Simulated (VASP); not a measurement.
Write the native input for VASP 6.6.1 that does the following.

```
Task                   : relaxation of cell and atoms
Functional             : PBE
Potentials or basis    : VASP PAW PBE potentials, release 64 (Fe, Bi_d, O)
Cutoff                 : 600 eV
k mesh                 : 4 × 4 × 4
Occupations            : gaussian, width 0.1 eV
Spin                   : collinear spin, ferromagnetic start
Starting moments       : [4.0, 0.0, 0.0, 0.0, 0.0, 0.0] μB
Dipole correction      : no
Further INCAR settings : ALGO = Normal; EDIFF = 1e-07; IBRION = 2; EDIFFG = -0.04; NSW = 90; ISIF = 3
```

The structure of FeBiO4 lies in POSCAR:

```
FeBiO4
1.0
    0.0000000000      3.5227725000      3.5227725000
    3.5227725000      0.0000000000      3.5227725000
    3.5227725000      3.5227725000      0.0000000000
Fe Bi O
1 1 4
Direct
    0.0000000000      0.0000000000      0.0000000000
    0.7500000000      0.7500000000      0.7500000000
    0.8754939700      0.3748353400      0.3748353400
    0.3748353400      0.3748353400      0.3748353400
    0.3748353400      0.8754939700      0.3748353400
    0.3748353400      0.3748353400      0.8754939700
```

The cell was built from a structure type or drawn by symmetry, and may not be a known phase.

The input as run:

INCAR

```
SYSTEM = FeBiO4
PREC = Accurate
ENCUT = 600
EDIFF = 1E-7
ISMEAR = 0
SIGMA = 0.1
LREAL = .False.
LASPH = .True.
NELM = 150
ALGO = Normal
ISIF = 3
LWAVE = .False.
LCHARG = .False.
ISPIN = 2
MAGMOM = 4 0 0 0 0 0
LORBIT = 11
LMAXMIX = 4
GGA = PE
IBRION = 2
NSW = 90
EDIFFG = -0.04
```

KPOINTS

```
regular mesh
0
Gamma
  4 4 4
  0 0 0
```

Potentials or basis: VASP PAW PBE potentials, release 64 (Fe, Bi_d, O).

Command:

```bash
$ cat potpaw_PBE.64/Fe/POTCAR potpaw_PBE.64/Bi_d/POTCAR potpaw_PBE.64/O/POTCAR > POTCAR
$ mpirun -np 1 vasp_std > vasp.out
```

Results of the run:

```
Relaxed volume                                        : 11.22 Å³/atom
Relaxed cell                                          : a = 4.566 Å, b = 4.566 Å, c = 4.566 Å, α = 60.00°, β = 60.00°, γ = 60.00°
Space group after relaxing (to 0.1 Å)                 : F-43m (No. 216)
Energy gained by relaxing                             : 1.3 meV/atom
Ionic steps                                           : 6
Pressure after relaxing                               : 0.0 GPa
Net moment                                            : 0.69 μB per cell
Site moments                                          : Fe -0.70; Bi +0.02; O +0.30 μB
Valence electrons inside the program's atomic spheres : Fe 6.69; Bi 12.52; O 4.74
```

Caveat: the k points lie up to 0.42 Å⁻¹ apart in the final cell; the volume moved by over 15 % at a fixed basis, so the end points are rough; a cell with one magnetic atom can't hold antiferromagnetic order, which such compounds often take.

Wall time 8.1 min on 1 thread of Intel(R) Xeon(R) Platinum 8488C (Sapphire Rapids) (shared host), peak memory 0.32 GiB.
